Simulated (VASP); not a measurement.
WS2, 3 atoms in the cell. It takes space group Cm (No. 8, monoclinic). Conventional cell: a = 5.470 Å, b = 3.158 Å, c = 6.427 Å, α = 90.00°, β = 106.48°, γ = 90.00°. Within 3.2 Å of W (site symmetry m) lie 6 S at 2.33 to 2.63 Å and 6 W at 3.16 Å. Within 3.5 Å of S (site symmetry m) lie 3 W at 2.43 to 2.63 Å and 10 S at 3.16 to 3.50 Å. Within 3.5 Å of S (site symmetry m) lie 3 W at 2.33 to 2.44 Å and 10 S at 3.16 to 3.50 Å.  This cell differs from its parent crystal: shortest bond scaled by 1.1.

* Program: VASP 6.6.1
* Task: electric field gradients
* Functional: PBEsol
* Potentials or basis: VASP PAW PBE potentials, release 64 (W_sv, S)
* Cutoff: 520 eV
* k mesh: 11 × 11 × 11
* Occupations: fermi-dirac, width 0.05 eV
* Spin: no spin polarisation
* Dipole correction: no
* Further INCAR settings: ALGO = Normal; EDIFF = 1e-08; NBANDS = 20

Potentials or basis: VASP PAW PBE potentials, release 64 (W_sv, S).

Command:

```bash
$ cat potpaw_PBE.64/W_sv/POTCAR potpaw_PBE.64/S/POTCAR > POTCAR
$ mpirun -np 1 vasp_std > vasp.out
```

Hardware: 1 thread of Intel(R) Xeon(R) 6975P-C (Granite Rapids), on a shared host.

Q: Estimate the wall time of this run.

A: Run time: 6.9 min on 1 thread of Intel(R) Xeon(R) 6975P-C (Granite Rapids), with other jobs on the host, peak memory 0.58 GiB. Counts: scf iterations 17, k points 366.
